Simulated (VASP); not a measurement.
Here is a VASP 6.6.1 calculation.

The input INCAR:

```
ALGO = Normal
EDIFF = 1E-6
ENCUT = 520
GGA = PE
ISIF = 2
ISMEAR = 0
LASPH = True
LCHARG = True
LELF = True
LREAL = False
LVHAR = True
LWAVE = False
NBANDS = 29
NELM = 80
PREC = Accurate
SIGMA = 0.01
```

Contents of KPOINTS:

```
k-points
0
Gamma
  4 4 4
```

The input POSCAR:

```
KZnF3
1.0
    4.0500000000      0.0000000000      0.0000000000
    0.0000000000      4.0500000000      0.0000000000
    0.0000000000      0.0000000000      4.0500000000
K Zn F
1 1 3
Direct
   -0.0033634581     -0.0100361417     -0.0047163001
    0.4965922400      0.4899252238      0.4953523786
    0.4963316677      0.4905424395     -0.0045692051
   -0.0034709049      0.4897729714      0.4957379156
    0.4964372522     -0.0100433013      0.4953324150
```

Potentials or basis: VASP PAW PBE potentials, release 64 (K_sv, Zn, F).

Run with:

```bash
$ cat potpaw_PBE.64/K_sv/POTCAR potpaw_PBE.64/Zn/POTCAR potpaw_PBE.64/F/POTCAR > POTCAR
$ mpirun -np 1 vasp_std > vasp.out
```

Problem. Estimate the band gap on the k mesh.

Solution. 3.79 eV (least direct gap 5.65 eV).

Problem. What does it give for the largest force?

Solution. 0.004 eV/Å.

Forces in eV/Å, atoms in the order of the input:
```
K   -0.001  0.000  0.001
Zn   0.000  0.000  0.003
F    0.001 -0.004 -0.001
F   -0.001  0.001 -0.003
F    0.001  0.003  0.000
```

 As with any semilocal functional, this PBE gap is likely too small.
